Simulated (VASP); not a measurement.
Runs of VASP 6.6.1 on GaAs. The structure is that of space group I-4m2 (No. 119), or close to it. The cells are those of the table. 

```tsv
cell	gap on the mesh (eV)	pressure (GPa)
a = 4.161, b = 4.161, c = 5.522 Å, 4 atoms	0.19	(a)
a = 4.241, b = 4.241, c = 5.339 Å, 4 atoms	0.24	(b)
a = 3.841, b = 3.841, c = 5.794 Å, 4 atoms	0.70	4.8
a = 4.241, b = 4.241, c = 5.454 Å, 4 atoms	0.24	-4.5
a = 3.761, b = 3.761, c = 5.956 Å, 4 atoms	0.60	5.9
a = 3.841, b = 3.841, c = 5.859 Å, 4 atoms	0.58	3.8
a = 4.161, b = 4.161, c = 5.451 Å, 4 atoms	0.15	-2.4
a = 3.761, b = 3.761, c = 5.862 Å, 4 atoms	0.69	7.7
```

Alike in all rows: task single point; level PBEsol; potentials or basis VASP PAW PBE potentials, release 64 (Ga_d, As); no spin polarisation; k mesh 10 × 10 × 6; cutoff (eV) 520; smearing gaussian 0.01 eV.

Q: Fill in the values left out.

A: (a) -3.2; (b) -3.5.

Caveats: the PAW data sets were made with another functional, which shifts forces and pressure a little; the cell stands under pressure (at least some runs); the cell stands under tension (at least some runs).

A k mesh can miss the band edges, and the runs leave out spin-orbit coupling on As, Ga.
